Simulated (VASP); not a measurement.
MgZrC:

```
Mg Zr C
1.0
     4.45323    0.00000    0.00000
    -2.22662    3.85661    0.00000
     0.00000    0.00000    2.84320
Mg Zr C
1 1 1
Direct
  0.33333 0.66667 0.00000
  0.00000 0.00000 0.00000
  0.66667 0.33333 0.50000
```

The cell was generated, and may not be a known phase.

* Program: VASP 6.6.1
* Task: relaxation of cell and atoms
* Functional: PBE
* Potentials or basis: VASP PAW PBE potentials, release 64 (Mg, Zr_sv, C)
* Cutoff: 600 eV
* k mesh: 12 × 12 × 16
* Occupations: gaussian, width 0.1 eV
* Spin: no spin polarisation

At the start: pressure -0.0 GPa; volume 16.28 Å³/atom.

Task: How do energy, volume and symmetry change on relaxing?

Result: Over 5 steps the energy falls by 5.7 meV/atom and the volume is 16.33 Å³/atom (+0.3 %); space group P-6m2 (No. 187, to 0.1 Å) before and after.

The path:
```csv
step,energy change (eV),largest force (eV/Å),pressure (GPa),volume (Å³)
1,0.0000,0.0000,-0.04,48.83
2,-0.0116,0.0000,0.06,48.80
3,-0.0170,0.0000,0.25,48.74
4,-0.0170,0.0000,0.27,48.74
5,-0.0171,0.0000,-0.07,48.98
```

Final structure:
```xyz
3
Lattice="4.5245 0.0000 0.0000 -2.2622 3.9183 0.0000 0.0000 0.0000 2.7629" Properties=species:S:1:pos:R:3 pbc="T T T"
Mg    0.0000    2.6122    0.0000
Zr    0.0000    0.0000    2.7629
C     2.2622    1.3061    1.3814
```
